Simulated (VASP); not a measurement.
Set up this calculation in VASP 6.6.1, as the native input.

| Item | Value |
| --- | --- |
| Task | single point |
| Functional | PBEsol |
| Potentials or basis | VASP PAW PBE potentials, release 64 (Hf_pv, Si) |
| Cutoff | 520 eV |
| k mesh | 14 × 14 × 14 |
| Occupations | gaussian, width 0.15 eV |
| Spin | no spin polarisation |
| Dipole correction | no |
| Further INCAR settings | ALGO = Fast; EDIFF = 1e-06; NBANDS = 33 |

The structure of Hf2Si lies in POSCAR:

```
Hf2Si
1.0
   -3.3470731420      3.3470731420      2.4325583004
    3.3470731420     -3.3470731420      2.4325583004
    3.3470731420      3.3470731420     -2.4325583004
Hf Si
4 2
Direct
    0.8432528484      0.6567471516      0.5000000000
    0.3432528484      0.8432528484      0.1865056968
    0.1567471516      0.3432528484      0.5000000000
    0.6567471516      0.1567471516      0.8134943032
    0.7500000000      0.7500000000      0.0000000000
    0.2500000000      0.2500000000      0.0000000000
```

This cell differs from its parent crystal: ratio of the length along z to the lengths across it x 0.92, volume and fractional coordinates fixed.

One way to write it, as run:

INCAR

```
PREC = Accurate ; ENCUT = 520
EDIFF = 1E-6 ; ISMEAR = 0
SIGMA = 0.15 ; LREAL = False
LASPH = True ; NELM = 100
ALGO = Fast ; ISIF = 2
LWAVE = False ; LCHARG = False
GGA = PS ; NBANDS = 33
```

KPOINTS

```
regular mesh
0
Gamma
  14 14 14
```

Potentials or basis: VASP PAW PBE potentials, release 64 (Hf_pv, Si).

Command:

```sh
$ cat potpaw_PBE.64/Hf_pv/POTCAR potpaw_PBE.64/Si/POTCAR > POTCAR
$ mpirun -np 1 vasp_std > vasp.out
```

It gave:

```
Pressure               : 0.6 GPa
Largest force          : 0.181 eV/Å
Band gap on the k mesh : zero (bands 24 and 25 overlap by 0.53 eV)
```

Caveat: the stress differs along the axes, from -5 to 12 GPa; the PAW data sets were made with another functional, which shifts forces and pressure a little; spin-orbit coupling is left out, which moves the levels of the heavy elements.

Wall time 16 min on 1 thread of Intel(R) Xeon(R) Platinum 8259CL CPU @ 2.50GHz (Skylake/Cascade Lake) (shared host), peak memory 0.75 GiB.
